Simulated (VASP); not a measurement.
A run of VASP 6.6.1 is set up as follows.

INCAR

```
SYSTEM = Al32Si
  PREC = Accurate
  ENCUT = 400
  EDIFF = 1E-6
  ISMEAR = 0
  SIGMA = 0.05
  LREAL = Auto
  LASPH = .TRUE.
  NELM = 120
  ALGO = Normal
  ISIF = 2
  LWAVE = .FALSE.
  LCHARG = .FALSE.
  GGA = PE
  IVDW = 12
  NBANDS = 72
  GGA_COMPAT = .FALSE.
```

Contents of KPOINTS:

```
regular mesh
0
G
  2 2 2
  0 0 0
```

File POSCAR:

```
Al32Si
1.0
    8.1000000000      0.0000000000      0.0000000000
    0.0000000000      8.1000000000      0.0000000000
    0.0000000000      0.0000000000      8.1000000000
Al Si
32 1
Direct
    0.4966098765     -0.0018902469     -0.0019832099
    0.7501669136      0.2485288889     -0.0112277778
    0.7501696296     -0.0111512346      0.2485080247
    0.0037938272     -0.0018656790     -0.0019537037
    0.2502712346      0.2491208642     -0.0069288889
    0.4953492593      0.5021838272     -0.0047945679
    0.7502513580      0.7611346914     -0.0204690123
    0.2502718519     -0.0068246914      0.2490320988
    0.4652090123      0.2425604938      0.2425113580
    0.7499274074      0.5795887654      0.2214871605
    0.4952916049     -0.0047744444      0.5021306173
    0.7499369136      0.2213671605      0.5792849383
    0.7502534568     -0.0203837037      0.7611091358
    0.0049455556      0.5021377778     -0.0046795062
    0.2501544444      0.7501093827     -0.0046825926
    0.0358240741      0.2424606173      0.2424207407
    0.2502975309      0.5037809877      0.2487196296
    0.4867758025      0.7582750617      0.2503000000
    0.0050140741     -0.0046674074      0.5020916049
    0.2503013580      0.2487902469      0.5037265432
    0.5016340741      0.4972417284      0.4971498765
    0.7502139506      0.7517117284      0.5027670370
    0.2501577778     -0.0045955556      0.7500532099
    0.4868439506      0.2503914815      0.7581485185
    0.7502112346      0.5027285185      0.7515820988
    0.0134530864      0.7581828395      0.2502898765
   -0.0011220988      0.4972119753      0.4971265432
    0.2501669136      0.7480396296      0.5009798765
    0.0133917284      0.2503754321      0.7580644444
    0.2501649383      0.5010125926      0.7480129630
    0.4958287654      0.7464077778      0.7463682716
    0.0045453086      0.7463804938      0.7463465432
    0.7507283951      0.3090237037      0.3088151852
```

Potentials or basis: VASP PAW PBE potentials, release 64 (Al, Si).

Run with:

```bash
$ cat potpaw_PBE.64/Al/POTCAR potpaw_PBE.64/Si/POTCAR > POTCAR
$ mpirun -np 1 vasp_std > vasp.out
```

Predict the pressure.

0.3 GPa.

Predict the band gap on the k mesh.

zero (band 50 reaches 8.51 eV, above the bottom of band 51 at 7.44 eV).

What does it give for the dispersion energy per atom?

-0.346 eV.

Stress tensor (GPa, compression positive):
```
-0.29 -0.01 -0.01
-0.01  0.57 -1.48
-0.01 -1.48  0.57
```

Caveat: the k points lie up to 0.39 Å⁻¹ apart.
